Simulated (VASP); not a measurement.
# SnC2 (P-3m1) in VASP: single point with PBE

Aim: the single point of SnC2 with PBE.

Everything below comes from runs of VASP 6.6.1. Logs are shortened: lines on timing, memory, paths and dates and some standing lists are left out, and cuts for length are marked.

## Step 1: The cell of the first run

The structure is trigonal, space group P-3m1 (No. 164). Conventional cell: a = 4.292 Å, b = 4.292 Å, c = 11.429 Å, α = 90.00°, β = 90.00°, γ = 120.00°. Sn (site symmetry -3m) has 6 Sn at 2.94 Å within 3.9 Å. Within 4.1 Å of Sn (site symmetry 3m) lie 6 Sn at 2.94 to 4.03 Å. C (site symmetry 2) has 3 C at 1.43 Å within 1.9 Å.

## Step 2: Single point, PBE

Input file INCAR:

```
PREC     = Accurate       # precision mode
ENCUT    = 600            # plane-wave cutoff, eV
EDIFF    = 1E-6           # SCF threshold, eV
ISMEAR   = 0              # smearing method
SIGMA    = 0.2            # smearing width, eV
LREAL    = F              # projectors in reciprocal space
LASPH    = T              # aspherical terms in the spheres
NELM     = 120            # most SCF steps
ALGO     = Normal         # electronic algorithm
ISIF     = 2              # what is computed and relaxed
LWAVE    = F              # write WAVECAR
LCHARG   = T              # write CHGCAR
GGA      = PE             # functional
LELF     = T              # ELF
LVHAR    = T            
NBANDS   = 43             # bands
GGA_COMPAT= F
```

Input file KPOINTS:

```
Automatic mesh
0
Gamma
  6 6 2
```

Input file POSCAR:

```
SnC2
1.0
    4.2924691180      0.0000000000      0.0000000000
   -2.1462345590      3.7173873011      0.0000000000
    0.0000000000      0.0000000000     11.4291802838
Sn C
3 6
Direct
    0.0000000000      0.0000000000      0.5000000000
    0.3333333333      0.6666666667      0.3609687439
    0.6666666667      0.3333333333      0.6390312561
    0.6666546540      0.0000000000      0.0000000000
    0.0000000000      0.3333453460      0.0000000000
    0.3333453460      0.3333453460      0.0000000000
    0.6666546540      0.6666546540      0.0000000000
    0.3333453460      0.0000000000      0.0000000000
    0.0000000000      0.6666546540      0.0000000000
```

Potentials or basis: VASP PAW PBE potentials, release 64 (Sn_d, C).

Run with:

```bash
$ cat potpaw_PBE.64/Sn_d/POTCAR potpaw_PBE.64/C/POTCAR > POTCAR
$ mpirun -np 1 vasp_std > vasp.out
```

OUTCAR:

```text
PREC = Accurate
   ENCUT = 600
   EDIFF = 1E-6
   ISMEAR = 0
   LREAL = F
   LASPH = T
   NELM = 120
   ISIF = 2
   GGA = PE

 ion  position               nearest neighbor table
   1  0.000  0.000  0.500-   2 2.94   3 2.94   2 2.94   3 2.94   3 2.94   2 2.94
   2  0.333  0.667  0.361-   1 2.94   1 2.94   1 2.94
   3  0.667  0.333  0.639-   1 2.94   1 2.94   1 2.94
   4  0.667  0.000  0.000-   8 1.43   7 1.43   5 1.43
   5  0.000  0.333  0.000-   9 1.43   4 1.43   6 1.43
   6  0.333  0.333  0.000-   7 1.43   8 1.43   5 1.43
   7  0.667  0.667  0.000-   6 1.43   4 1.43   9 1.43
   8  0.333  0.000  0.000-   4 1.43   6 1.43   9 1.43
   9  0.000  0.667  0.000-   5 1.43   8 1.43   7 1.43

  LATTYP: Found a hexagonal cell.
 ALAT       =     4.2924691180
 C/A-ratio  =     2.6626121166

  Lattice vectors:

 A1 = (   4.2924691180,   0.0000000000,   0.0000000000)
 A2 = (  -2.1462345590,   3.7173873011,   0.0000000000)
 A3 = (   0.0000000000,   0.0000000000,  11.4291802838)

Analysis of symmetry for initial positions (statically):
=====================================================================
 Subroutine PRICEL returns:
 Original cell was already a primitive cell.

 Routine SETGRP: Setting up the symmetry group for a
 hexagonal supercell.

 Subroutine GETGRP returns: Found 12 space group operations
 (whereof 12 operations were pure point group operations)
 out of a pool of 24 trial point group operations.

The static configuration has the point symmetry D_3d.

Analysis of symmetry for dynamics (positions and initial velocities):
=====================================================================
 Subroutine PRICEL returns:
 Original cell was already a primitive cell.

 Routine SETGRP: Setting up the symmetry group for a
 hexagonal supercell.

 Subroutine GETGRP returns: Found 12 space group operations
 (whereof 12 operations were pure point group operations)
 out of a pool of 24 trial point group operations.

The dynamic configuration has the point symmetry D_3d.

 Subroutine INISYM returns: Found 12 space group operations
 (whereof 12 operations are pure point group operations),
 and found     1 'primitive' translations

----------------------------------------------------------------------------------------

                                     Primitive cell

  volume of cell :     182.3728

  direct lattice vectors                    reciprocal lattice vectors
     4.292469118  0.000000000  0.000000000     0.232966149  0.134503069  0.000000000
    -2.146234559  3.717387301  0.000000000     0.000000000  0.269006138  0.000000000
     0.000000000  0.000000000 11.429180284     0.000000000  0.000000000  0.087495339

  length of vectors
     4.292469118  4.292469118 11.429180284     0.269006138  0.269006138  0.087495339

  position of ions in fractional coordinates (direct lattice)
     0.000000000  0.000000000  0.500000000
     0.333333333  0.666666667  0.360968744
     0.666666667  0.333333333  0.639031256
     0.666654654  0.000000000  0.000000000
     0.000000000  0.333345346  0.000000000
     0.333345346  0.333345346  0.000000000
     0.666654654  0.666654654  0.000000000
     0.333345346  0.000000000  0.000000000
     0.000000000  0.666654654  0.000000000

  ion indices of the primitive-cell ions
   primitive index   ion index
                 1           1
                 2           2
                 3           3
                 4           4
                 5           5
                 6           6
                 7           7
                 8           8
                 9           9

----------------------------------------------------------------------------------------

 KPOINTS: Automatic mesh

Automatic generation of k-mesh.
 Grid dimensions read from file:
 generate k-points for:    6    6    2

 Generating k-lattice:

  Cartesian coordinates                     Fractional coordinates (reciprocal lattice)
     0.038827691  0.022417178  0.000000000     0.166666667  0.000000000  0.000000000
     0.000000000  0.044834356  0.000000000     0.000000000  0.166666667  0.000000000
     0.000000000  0.000000000  0.043747669     0.000000000  0.000000000  0.500000000

  Length of vectors
     0.044834356  0.044834356  0.043747669

  Shift w.r.t. Gamma in fractional coordinates (k-lattice)
     0.000000000  0.000000000  0.000000000

 Subroutine IBZKPT returns following result:
 ===========================================

 Found     14 irreducible k-points:

 Following reciprocal coordinates:
            Coordinates               Weight
  0.000000  0.000000  0.000000      1.000000
  0.166667  0.000000  0.000000      6.000000
  0.333333 -0.000000  0.000000      6.000000
  0.500000 -0.000000  0.000000      3.000000
  0.166667  0.166667  0.000000      6.000000
  0.333333  0.166667  0.000000     12.000000
  0.333333  0.333333  0.000000      2.000000
  0.000000  0.000000  0.500000      1.000000
  0.166667  0.000000  0.500000      6.000000
  0.333333 -0.000000  0.500000      6.000000
  0.500000 -0.000000  0.500000      3.000000
  0.166667  0.166667  0.500000      6.000000
  0.333333  0.166667  0.500000     12.000000
  0.333333  0.333333  0.500000      2.000000
   k-points           NKPTS =     14   k-points in BZ     NKDIM =     14   number of bands    NBANDS=     43
   number of dos      NEDOS =    301   number of ions     NIONS =      9
   total plane-waves  NPLWV = 124416
   dimension x,y,z NGX =    36 NGY =   36 NGZ =   96
   dimension x,y,z NGXF=    72 NGYF=   72 NGZF=  192
   ions per type =               3   6
   NGX,Y,Z   is equivalent  to a cutoff of  13.94, 13.94, 13.96 a.u.
   NGXF,Y,Z  is equivalent  to a cutoff of  27.89, 27.89, 27.93 a.u.
 SYSTEM =  unknown system
   PREC   = accura    normal or accurate (medium, high low for compatibility)
   ISTART =      0    job   : 0-new  1-cont  2-samecut
   ICHARG =      2    charge: 1-file 2-atom 10-const
   ISPIN  =      1    spin polarized calculation?
   LNONCOLLINEAR =      F non collinear calculations
   LSORBIT =      F    spin-orbit coupling
   LASPH  =      T    aspherical Exc in radial PAW
   ENCUT  =  600.0 eV  44.10 Ry    6.64 a.u.   8.57  8.57 22.83*2*pi/ulx,y,z
   NELM   =    120;   NELMIN=  2; NELMDL= -5     # of ELM steps
   EDIFF  = 0.1E-05   stopping-criterion for ELM
   LREAL  =      F    real-space projection
   EDIFFG = 0.1E-04   stopping-criterion for IOM
   NSW    =      0    number of steps for IOM
   IBRION =     -1    ionic relax: 0-MD 1-quasi-New 2-CG
   NFREE  =      0    steps in history (QN), initial steepest desc. (CG)
   ISIF   =      2    stress and relaxation
   ISYM   =      2    0-nonsym 1-usesym 2-fastsym
   POTIM  = 0.5000    time-step for ionic-motion
   TEBEG  =    0.0;   TEEND  =   0.0 temperature during run
   PSTRESS=    0.0 pullay stress
   NELECT =      66.0000    total number of electrons
   NUPDOWN=      -1.0000    fix difference up-down
   EMIN   =  10.00;   EMAX   =-10.00  energy-range for DOS
   EFERMI =   0.00;   METHOD = LEGACY
   ISMEAR =     0;   SIGMA  =   0.20  broadening in eV -4-tet -1-fermi 0-gaus
   EFERMI_NEDOS =   21; number of points for ismear=-14 and -15
   IALGO  =     38    algorithm
   IMIX   =      4    mixing-type and parameters
     AMIX     =   0.40;   BMIX     =  1.00
     AMIX_MAG =   1.60;   BMIX_MAG =  1.00
  volume/ion in A,a.u.               =      20.26       136.75
  Fermi-wavevector in a.u.,A,eV,Ry     =   1.166638  2.204626 18.518131  1.361044
  Thomas-Fermi vector in A             =   2.303149
   LORBIT       =      0    0 simple, 1 ext, 2 COOP (PROOUT), +10 PAW based schemes
   GGA     = PE    functional components
   LHFCALC =     F    Hartree Fock is set to
   AEXX    =    0.0000 exact exchange contribution
   IVDW    =     0    specifies the selected vdW correction
   LEPSILON=     F    determine dielectric tensor
   LRPA    =     F    only Hartree local field effects (RPA)
 non-spin polarized calculation
 Gauss-broadening in eV      SIGMA  =   0.20
  energy-cutoff  :      600.00
  volume of cell :      182.37
 maximum number of plane-waves:      6123
 NGX is ok and might be reduce to    36
   NGX = 17   NGY = 17   NGZ = 45

 number of electron      66.0000007 magnetization

 Free energy of the ion-electron system (eV)
  ---------------------------------------------------
  ext. energy  EPLUGINS =         0.00000000
  ---------------------------------------------------
  free energy    TOTEN  =       -65.66854627 eV

  energy without entropy =      -65.62641596  energy(sigma->0) =      -65.64748111

 E-fermi :   4.1663     XC(G=0):  -8.4904

 val. band max:        4.0214708934   @ k =   0.1667   0.0000   0.5000
 cond. band min:       4.1753122767   @ k =   0.0000   0.0000   0.5000
 fundamental gap:      0.1538413834
 Fermi energy:         4.1662655260

 k-point     1 :       0.0000    0.0000    0.0000
  band No.  band energies     occupation
      1     -17.7715      2.00000
      2     -17.7715      2.00000
      3     -17.6651      2.00000
      4     -17.6524      2.00000
      5     -17.6524      2.00000
      6     -17.6448      2.00000
[... 35 lines left out ...]
     42       8.5877      0.00000
     43      10.6684      0.00000

 k-point     2 :       0.1667    0.0000    0.0000
  band No.  band energies     occupation
      1     -17.7673      2.00000
      2     -17.7478      2.00000
      3     -17.6653      2.00000
      4     -17.6546      2.00000
      5     -17.6495      2.00000
      6     -17.6479      2.00000
[... 35 lines left out ...]
     42       9.3286      0.00000
     43       9.4882      0.00000

 k-point     3 :       0.3333   -0.0000    0.0000
  band No.  band energies     occupation
      1     -17.7585      2.00000
      2     -17.6941      2.00000
      3     -17.6733      2.00000
      4     -17.6528      2.00000
      5     -17.6513      2.00000
      6     -17.6422      2.00000
[... 459 lines left out ...]
      6     -17.6371      2.00000
[... 35 lines left out ...]
     42       9.8573      0.00000
     43      10.5766      0.00000

 k-point    14 :       0.3333    0.3333    0.5000
  band No.  band energies     occupation
      1     -17.7076      2.00000
      2     -17.7076      2.00000
      3     -17.6697      2.00000
      4     -17.6434      2.00000
      5     -17.6434      2.00000
      6     -17.6396      2.00000
[... 35 lines left out ...]
     42       9.1990      0.00000
     43      10.6572      0.00000

------------------------ aborting loop because EDIFF is reached ----------------------------------------

  FORCE on cell =-STRESS in cart. coord.  units (eV):
  Direction    XX          YY          ZZ          XY          YZ          ZX
  --------------------------------------------------------------------------------------
  -------------------------------------------------------------------------------------
  Total        0.7446122      0.7446122     -0.4027214     -0.0000000     -0.0000000      0.0000000
  in kB        6.5415500      6.5415500     -3.5379784     -0.0000000     -0.0000000      0.0000000
  external PRESSURE =       3.1817072 kB  Pullay stress =       0.0000000 kB

 VOLUME and BASIS-vectors are now :
 -----------------------------------------------------------------------------
  energy-cutoff  :      600.00
  volume of cell :      182.37
      direct lattice vectors                 reciprocal lattice vectors
     4.292469118  0.000000000  0.000000000     0.232966149  0.134503069  0.000000000
    -2.146234559  3.717387301  0.000000000     0.000000000  0.269006138  0.000000000
     0.000000000  0.000000000 11.429180284     0.000000000  0.000000000  0.087495339

 POSITION                                       TOTAL-FORCE (eV/Angst)
 -----------------------------------------------------------------------------------
      0.00000      0.00000      5.71459        -0.000000      0.000000     -0.000000
     -0.00000      2.47826      4.12558        -0.000000     -0.000000      0.047645
      2.14623      1.23913      7.30360        -0.000000      0.000000     -0.047645
      2.86159      0.00000      0.00000        -0.001970      0.000000     -0.000000
     -0.71544      1.23917      0.00000        -0.000985      0.001706     -0.000000
      0.71544      1.23917      0.00000         0.000985      0.001706     -0.000000
      1.43080      2.47821      0.00000        -0.000985     -0.001706      0.000000
      1.43087      0.00000      0.00000         0.001970     -0.000000      0.000000
     -1.43080      2.47821      0.00000         0.000985     -0.001706      0.000000
 -----------------------------------------------------------------------------------
    total drift:                               -0.000000      0.000000     -0.000000

  FREE ENERGIE OF THE ION-ELECTRON SYSTEM (eV)
  ---------------------------------------------------
  free  energy   TOTEN  =       -65.6685462689 eV

  energy  without entropy=      -65.6264159595  energy(sigma->0) =      -65.64748111
```

Wall time 93 s (1 thread of Intel Xeon 6975P-C (Granite Rapids), shared host); peak memory 0.39 GiB.

Results:

```
Free energy            : -65.6685 eV
Pressure               : 0.3 GPa
Largest force          : 0.048 eV/Å
Band gap on the k mesh : zero (filled and empty bands overlap)
```

Forces on the atoms (eV/Å):
```
Sn   0.000  0.000  0.000
Sn   0.000  0.000  0.048
Sn   0.000  0.000 -0.048
C   -0.002  0.000  0.000
C   -0.001  0.002  0.000
C    0.001  0.002  0.000
C   -0.001 -0.002  0.000
C    0.002  0.000  0.000
C    0.001 -0.002  0.000
```

Caveat: semilocal functionals underestimate gaps, and a narrow one can read as zero; spin-orbit coupling is left out, which moves the levels of the heavy elements.

The gap in the log of VASP goes by the Fermi energy; the results here count the filled bands.